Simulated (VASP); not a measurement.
KF: single point with PBE

The system is KF.

```
K F
1.0
     2.58837    2.58837    0.00000
    -2.58837    2.58837    0.00000
     0.00000    0.00000    5.56702
K F
2 2
Direct
  0.00000 0.00000 0.00000
  0.50000 0.50000 0.50000
  0.50000 0.50000 0.00000
  0.00000 0.00000 0.50000
```

This cell differs from its parent crystal: biaxial strain in the a-b plane: -4.5 %.

| Property | Result |
| --- | --- |
| Program | VASP 6.6.1 |
| Task | single point |
| Functional | PBE |
| Potentials or basis | VASP PAW PBE potentials, release 64 (K_sv, F) |
| Cutoff | 520 eV |
| k mesh | 6 × 6 × 4 |
| Occupations | gaussian, width 0.02 eV |
| Spin | no spin polarisation |
| Dipole correction | no |
| Further INCAR settings | ALGO = Normal; EDIFF = 1e-06; NBANDS = 24 |

```
Pressure               : 2.8 GPa
Band gap on the k mesh : 6.22 eV
```

Stress tensor (GPa, compression positive):
```
 4.23  0.00  0.00
 0.00  4.23  0.00
 0.00  0.00 -0.17
```

Levels at points of the mesh, in eV from the valence-band top:
```csv
k point,band 13,band 14,band 15,band 16,band 17,band 18,band 19,band 20
"(0.00, 0.00, 0.00)",-0.04,-0.04,0.00,0.00,6.22,8.36,10.41,10.44
"(0.50, 0.00, 0.00)",-0.41,-0.41,-0.27,-0.27,9.23,9.23,9.79,9.79
"(0.50, 0.50, 0.00)",-0.17,-0.17,-0.04,-0.04,8.12,8.12,10.41,10.41
"(0.00, 0.00, 0.50)",-0.03,-0.03,-0.03,-0.03,8.08,8.08,9.20,9.20
"(0.50, 0.00, 0.50)",-0.42,-0.42,-0.41,-0.41,9.10,9.10,10.72,10.72
"(0.50, 0.50, 0.50)",-0.12,-0.12,-0.12,-0.12,9.66,9.66,9.66,9.66
```

It took 32 s on 1 thread of Intel(R) Xeon(R) 6975P-C (Granite Rapids), on a shared host, peak memory 0.19 GiB.

Caveat: the cell differs from its parent crystal (biaxial strain in the a-b plane: -4.5 %).
